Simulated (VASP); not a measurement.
# YAlSe3 (Pm-3m) in VASP: single point with r2SCAN+rVV10

Aim: the single point of YAlSe3 with r2SCAN+rVV10.

Program: VASP 6.6.1. These are calculated values, not measurements. Logs are shortened: lines on timing, memory, paths and dates and some standing lists are left out, and cuts for length are marked.

**1. The cell of the first run**

It takes space group Pm-3m (No. 221, cubic). Conventional cell: a = 4.853 Å, b = 4.853 Å, c = 4.853 Å, α = 90.00°, β = 90.00°, γ = 90.00°. Y (site symmetry m-3m) has 12 Se at 3.43 Å and 8 Al at 4.20 Å within 4.5 Å. Al (site symmetry m-3m) has 6 Se at 2.43 Å within 3.2 Å. Within 3.2 Å of Se (site symmetry 4/mmm) lie 2 Al at 2.43 Å.

**2. Single point, r2SCAN+rVV10**

POSCAR reads:

```
YAlSe3
1.0
    0.0000000000      4.8527195893      4.8527195893
    4.8527195893      0.0000000000      4.8527195893
    4.8527195893      4.8527195893      0.0000000000
Y Al Se
2 2 6
Direct
    0.2500000000      0.2500000000      0.2500000000
    0.7500000000      0.7500000000      0.7500000000
    0.5000000000      0.5000000000      0.5000000000
    0.0000000000      0.0000000000      0.0000000000
    0.2499997716      0.2499997716      0.7500002284
    0.2499997716      0.7500002284      0.7500002284
    0.7500002284      0.7500002284      0.2499997716
    0.2499997716      0.7500002284      0.2499997716
    0.7500002284      0.2499997716      0.7500002284
    0.7500002284      0.2499997716      0.2499997716
```

INCAR.step1 reads:

```
PREC = Accurate
ENCUT = 520
ISMEAR = -1
SIGMA = 0.03
LREAL = False
LASPH = True
NELM = 80
NBANDS = 43
GGA = PE
ALGO = Normal
EDIFF = 1E-4
LWAVE = True
LCHARG = False
```

INCAR.step2 reads:

```
PREC = Accurate
ENCUT = 520
EDIFF = 1E-6
ISMEAR = -1
SIGMA = 0.03
LREAL = False
LASPH = True
NELM = 80
ALGO = Normal
ISIF = 2
LWAVE = False
LCHARG = False
METAGGA = R2SCAN
LMIXTAU = True
LUSE_VDW = True
IVDW_NL = 2
BPARAM = 11.95
CPARAM = 0.0093
NBANDS = 43
ISTART = 1
```

KPOINTS reads:

```
regular mesh
0
Gamma
  4 4 4
```

Potentials or basis: VASP PAW PBE potentials, release 64 (Y_sv, Al, Se).

On the command line:

```sh
$ cat potpaw_PBE.64/Y_sv/POTCAR potpaw_PBE.64/Al/POTCAR potpaw_PBE.64/Se/POTCAR > POTCAR
$ cp INCAR.step1 INCAR
$ mpirun -np 1 vasp_std > vasp.out
$ cp INCAR.step2 INCAR
$ mpirun -np 1 vasp_std > vasp.out
```

OUTCAR:

```text
PREC = Accurate
   ENCUT = 520
   EDIFF = 1E-6
   ISMEAR = -1
   LREAL = False
   LASPH = True
   NELM = 80
   ISIF = 2
   METAGGA = R2SCAN
   IVDW_NL = 2
   BPARAM = 11.95
   ISTART = 1

 ion  position               nearest neighbor table
   1  0.250  0.250  0.250-   7 3.43   7 3.43   5 3.43   5 3.43   9 3.43   8 3.43  10 3.43   6 3.43
                             9 3.43   6 3.43   8 3.43  10 3.43
   2  0.750  0.750  0.750-   7 3.43   7 3.43   5 3.43   5 3.43   8 3.43  10 3.43   9 3.43   9 3.43
                            10 3.43   6 3.43   6 3.43   8 3.43
   3  0.500  0.500  0.500-   5 2.43   6 2.43   7 2.43   8 2.43   9 2.43  10 2.43
   4  0.000  0.000  0.000-   5 2.43   6 2.43   7 2.43   8 2.43   9 2.43  10 2.43
   5  0.250  0.250  0.750-   4 2.43   3 2.43   1 3.43   2 3.43   2 3.43   1 3.43
   6  0.250  0.750  0.750-   4 2.43   3 2.43   2 3.43   2 3.43   1 3.43   1 3.43
   7  0.750  0.750  0.250-   4 2.43   3 2.43   2 3.43   2 3.43   1 3.43   1 3.43
   8  0.250  0.750  0.250-   4 2.43   3 2.43   1 3.43   2 3.43   2 3.43   1 3.43
   9  0.750  0.250  0.750-   4 2.43   3 2.43   2 3.43   2 3.43   1 3.43   1 3.43
  10  0.750  0.250  0.250-   4 2.43   3 2.43   1 3.43   2 3.43   2 3.43   1 3.43

  LATTYP: Found a face centered cubic cell.
 ALAT       =     9.7054391786

  Lattice vectors:

 A1 = (   0.0000000000,   4.8527195893,   4.8527195893)
 A2 = (   4.8527195893,   0.0000000000,   4.8527195893)
 A3 = (   4.8527195893,   4.8527195893,   0.0000000000)

Analysis of symmetry for initial positions (statically):
=====================================================================
 Subroutine PRICEL returns following result:

  LATTYP: Found a simple cubic cell.
 ALAT       =     4.8527195893

  Lattice vectors:

 A1 = (  -4.8527195893,   0.0000000000,   0.0000000000)
 A2 = (   0.0000000000,   0.0000000000,   4.8527195893)
 A3 = (   0.0000000000,   4.8527195893,   0.0000000000)

   2 primitive cells build up your supercell.

 Routine SETGRP: Setting up the symmetry group for a
 face centered cubic supercell.

 Subroutine GETGRP returns: Found 48 space group operations
 (whereof 48 operations were pure point group operations)
 out of a pool of 48 trial point group operations.

The static configuration has the point symmetry O_h .

Analysis of symmetry for dynamics (positions and initial velocities):
=====================================================================
[... 116 lines left out ...]
   ISYM   =      2    0-nonsym 1-usesym 2-fastsym
   POTIM  = 0.5000    time-step for ionic-motion
   TEBEG  =    0.0;   TEEND  =   0.0 temperature during run
   PSTRESS=    0.0 pullay stress
   NELECT =      64.0000    total number of electrons
   NUPDOWN=      -1.0000    fix difference up-down
   EMIN   =  10.00;   EMAX   =-10.00  energy-range for DOS
   EFERMI =   0.00;   METHOD = LEGACY
   ISMEAR =    -1;   SIGMA  =   0.03  broadening in eV -4-tet -1-fermi 0-gaus
   EFERMI_NEDOS =   21; number of points for ismear=-14 and -15
   IALGO  =     38    algorithm
   IMIX   =      4    mixing-type and parameters
     AMIX     =   0.40;   BMIX     =  1.00
     AMIX_MAG =   1.60;   BMIX_MAG =  1.00
  volume/ion in A,a.u.               =      22.86       154.23
  Fermi-wavevector in a.u.,A,eV,Ry     =   1.071041  2.023975 15.607649  1.147130
  Thomas-Fermi vector in A             =   2.206770
   LORBIT       =      0    0 simple, 1 ext, 2 COOP (PROOUT), +10 PAW based schemes
   METAGGA = R2SCAN    functional components
   LHFCALC =     F    Hartree Fock is set to
   AEXX    =    0.0000 exact exchange contribution
   IVDW_NL    =     2    kernel type
   BPARAM     =11.9500
   IVDW    =     0    specifies the selected vdW correction
   LEPSILON=     F    determine dielectric tensor
   LRPA    =     F    only Hartree local field effects (RPA)
 non-spin polarized calculation
  energy-cutoff  :      520.00
  volume of cell :      228.55
 maximum number of plane-waves:      6183
 NGX is ok and might be reduce to    54
   NGX = 25   NGY = 25   NGZ = 25

 number of electron      64.0000004 magnetization

 Free energy of the ion-electron system (eV)
  ---------------------------------------------------
  ext. energy  EPLUGINS =         0.00000000
  ---------------------------------------------------
  free energy    TOTEN  =      -148.33658677 eV

  energy without entropy =     -148.33020341  energy(sigma->0) =     -148.33339509

 E-fermi :   4.8073     XC(G=0): -10.2552

 val. band max:        4.7562970515   @ k =   0.2500   0.0000   0.0000
 cond. band min:       4.8468864956   @ k =   0.2500   0.2500   0.0000
 fundamental gap:      0.0905894441
 Fermi energy:         4.8073464329

 k-point     1 :       0.0000    0.0000    0.0000
  band No.  band energies     occupation
      1     -41.4363      2.00000
      2     -41.4356      2.00000
      3     -20.6186      2.00000
      4     -20.6186      2.00000
      5     -20.6186      2.00000
      6     -20.6108      2.00000
[... 357 lines left out ...]
     42       8.0790      0.00000
     43       8.6999      0.00000

------------------------ aborting loop because EDIFF is reached ----------------------------------------

  FORCE on cell =-STRESS in cart. coord.  units (eV):
  Direction    XX          YY          ZZ          XY          YZ          ZX
  --------------------------------------------------------------------------------------
  -------------------------------------------------------------------------------------
  Total        0.0603456      0.0603456      0.0603456     -0.0000000      0.0000000      0.0000000
  in kB        0.4230294      0.4230294      0.4230294     -0.0000000      0.0000000      0.0000000
  external PRESSURE =       0.4230294 kB  Pullay stress =       0.0000000 kB

 VOLUME and BASIS-vectors are now :
 -----------------------------------------------------------------------------
  energy-cutoff  :      520.00
  volume of cell :      228.55
      direct lattice vectors                 reciprocal lattice vectors
     0.000000000  4.852719589  4.852719589    -0.103035008  0.103035008  0.103035008
     4.852719589  0.000000000  4.852719589     0.103035008 -0.103035008  0.103035008
     4.852719589  4.852719589  0.000000000     0.103035008  0.103035008 -0.103035008

 POSITION                                       TOTAL-FORCE (eV/Angst)
 -----------------------------------------------------------------------------------
      2.42636      2.42636      2.42636        -0.000000      0.000000     -0.000000
      7.27908      7.27908      7.27908        -0.000000      0.000000     -0.000000
      4.85272      4.85272      4.85272        -0.000000      0.000000     -0.000000
      0.00000      0.00000      0.00000        -0.000000      0.000000     -0.000000
      4.85272      4.85272      2.42636        -0.000000      0.000000      0.000000
      7.27908      4.85272      4.85272         0.000000      0.000000     -0.000000
      4.85272      4.85272      7.27908        -0.000000      0.000000      0.000000
      4.85272      2.42636      4.85272        -0.000000     -0.000000     -0.000000
      4.85272      7.27908      4.85272        -0.000000     -0.000000     -0.000000
      2.42636      4.85272      4.85272         0.000000      0.000000     -0.000000
 -----------------------------------------------------------------------------------
    total drift:                                0.000000      0.000000      0.000000

  FREE ENERGIE OF THE ION-ELECTRON SYSTEM (eV)
  ---------------------------------------------------
  free  energy   TOTEN  =      -148.3365867695 eV

  energy  without entropy=     -148.3302034105  energy(sigma->0) =     -148.33339509
```

OUTCAR.step1:

```text
PREC = Accurate
   ENCUT = 520
   ISMEAR = -1
   LREAL = False
   LASPH = True
   NELM = 80
[... 612 lines left out ...]
      4.85272      2.42636      4.85272        -0.000000     -0.000000      0.000000
      4.85272      7.27908      4.85272        -0.000000      0.000000      0.000000
      2.42636      4.85272      4.85272        -0.000000     -0.000000      0.000000
 -----------------------------------------------------------------------------------
    total drift:                                0.000000      0.000000      0.000000

  FREE ENERGIE OF THE ION-ELECTRON SYSTEM (eV)
  ---------------------------------------------------
  free  energy   TOTEN  =       -49.3237147544 eV

  energy  without entropy=      -49.3142967770  energy(sigma->0) =      -49.31900577
```

OSZICAR.step1:

```text
N       E                     dE             d eps       ncg     rms          rms(c)
DAV:   1     0.356459033897E+03    0.35646E+03   -0.27990E+04   688   0.132E+03
DAV:   2    -0.195292743740E+02   -0.37599E+03   -0.35930E+03   840   0.277E+02
DAV:   3    -0.533713577391E+02   -0.33842E+02   -0.33208E+02   997   0.678E+01
DAV:   4    -0.548198746540E+02   -0.14485E+01   -0.14348E+01  1040   0.128E+01
DAV:   5    -0.548625761232E+02   -0.42701E-01   -0.42657E-01   992   0.196E+00    0.164E+01
DAV:   6    -0.499335261264E+02    0.49290E+01   -0.72835E+00   858   0.771E+00    0.146E+01
DAV:   7    -0.493814846345E+02    0.55204E+00   -0.44976E+00  1053   0.571E+00    0.122E+01
DAV:   8    -0.502788413426E+02   -0.89736E+00   -0.53117E+00   811   0.712E+00    0.450E+00
DAV:   9    -0.493188787274E+02    0.95996E+00   -0.27195E+00   845   0.520E+00    0.740E-01
DAV:  10    -0.493230079930E+02   -0.41293E-02   -0.14919E-01   941   0.126E+00    0.848E-01
DAV:  11    -0.493237671691E+02   -0.75918E-03   -0.37158E-03   938   0.219E-01    0.403E-01
DAV:  12    -0.493237147544E+02    0.52415E-04   -0.77582E-04   940   0.104E-01
   1 F= -.49323715E+02 E0= -.49319006E+02  d E =-.941798E-02
```

It took 6.7 min on 1 thread of Intel Xeon 6975P-C (Granite Rapids), shared host; peak memory 1 GiB.

What came out:

```
Free energy            : -148.3366 eV
Pressure               : 0.0 GPa
Band gap on the k mesh : zero (bands 32 and 33 overlap by 0.35 eV)
```

Levels at points of the mesh, in eV from the Fermi level:
```tsv
k point	band 30	band 31	band 32	band 33	band 34	band 35
(0.00, 0.00, 0.00)	-0.87	0.30	0.30	0.30	0.82	0.82
(0.50, 0.00, 0.00)	-0.89	-0.75	-0.75	1.02	1.02	1.55
(0.50, 0.50, 0.00)	-1.51	-1.50	-0.15	1.41	1.65	1.69
```

Caveat: the PAW data sets were made with another functional, which shifts forces and pressure a little.
